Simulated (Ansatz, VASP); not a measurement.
## One calculation of TiO, two programs

```
Ti O
1.0
     2.85161    0.00000    0.00000
    -1.42580    2.46956    0.00000
     0.00000    0.00000    5.56750
Ti O
2 2
Direct
  0.33333 0.66667 0.25000
  0.66667 0.33333 0.75000
  0.00000 0.00000 0.00000
  0.00000 0.00000 0.50000
```

Alike in both runs: task single point; functional r2SCAN; k mesh 18 × 18 × 8; occupations methfessel-paxton of order 1, width 0.05 eV; no spin polarisation.

|  | VASP | Ansatz |
| --- | --- | --- |
| version | VASP 6.6.1 | Ansatz 0.2.0 |
| potentials or method | VASP PAW PBE potentials, release 64 (Ti_sv, O), cutoff 520 eV | scalar-relativistic, plane waves, PAW |
| valence electrons in the cell | 36 | 36 |

```tsv
	VASP	Ansatz	Ansatz less VASP
gap on the k mesh at the Fermi level (eV)	none	none	-
pressure (GPa)	-3.6	-5.3	-1.70
traceless stress, the component that is largest in VASP (GPa)	1.21	0.94	-0.263
```

VASP's potentials were made for PBE, not for r2SCAN. A gap of «none» marks a metal or a gap that the smearing closes.
